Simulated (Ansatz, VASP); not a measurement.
## One calculation of Co, two programs

The input INCAR:

```
SYSTEM = Co
ALGO = Normal
EDIFF = 1E-6
ENCUT = 520
GGA = PE
ISIF = 2
ISMEAR = -1
ISPIN = 2
LASPH = .TRUE.
LCHARG = .TRUE.
LELF = .TRUE.
LMAXMIX = 4
LORBIT = 11
LREAL = .FALSE.
LVHAR = .TRUE.
LWAVE = .FALSE.
MAGMOM = 3 -3
NBANDS = 20
NELM = 150
PREC = Accurate
SIGMA = 0.05
```

KPOINTS

```
k-points
0
G
  12 6 12
  0 0 0
```

Contents of POSCAR:

```
Co
1.0
    0.0000000000      1.7917000000      1.7917000000
    3.5834000000      0.0000000000      3.5834000000
    1.7917000000      1.7917000000      0.0000000000
Co
2
Direct
    0.0000000000      0.0000000000      0.0000000000
    0.0000000000      0.5000000000      0.0000000000
```

Input for Ansatz:

```yaml
crystal:
  lattice:
    - [0.0, 1.7917, 1.7917]
    - [3.5834, 0.0, 3.5834]
    - [1.7917, 1.7917, 0.0]
  atoms:
    - { symbol: Co, position: [0.0, 0.0, 0.0], spin: 3.0 }
    - { symbol: Co, position: [0.0, 0.5, 0.0], spin: -3.0 }
magnetization:
  spin_polarized: true
hamiltonian:
  xc: pbe
  pseudopotentials: { kind: paw }
basis:
  ecutwfc: 420
kpoints:
  mp_grid: { grid: [12, 6, 12] }
scf:
  occupations: { method: fermi_dirac, width: 0.05 }
  lower_state_search: "off"
output:
  forces: true
  stress: true
```

Alike in both runs: task single point; functional PBE; k mesh 12 × 6 × 12; occupations fermi-dirac, width 0.05 eV; collinear spin.

```csv
,VASP,Ansatz
version,VASP 6.6.1,Ansatz 0.2.0
potentials or method,"VASP PAW PBE potentials, release 64 (Co), cutoff 520 eV","PAW, plane waves, scalar-relativistic"
valence electrons in the cell,18,34
```

Ansatz gave:

| Item | Value |
| --- | --- |
| pressure (GPa) | -14.2 |
| traceless stress, the component that is largest in VASP (GPa) | -1.88 |
| net moment per atom (μB) | 0.00 |
| size of the moment on the site where the two differ most (μB) | 1.24 |

Q: Which values does VASP return?

A: Pressure (GPa): -14.4; traceless stress, the component that is largest in VASP (GPa): -1.86; net moment per atom (μB): 0.00; size of the moment on the site where the two differ most (μB): 1.23.

Site moments also hang on the region over which each program counts them. The functional is the same, so the differences come from potentials, cutoffs and numerics. VASP's potentials hold 18 valence electrons a cell and Ansatz's 34, so a difference there can come from the potentials and not from the codes.
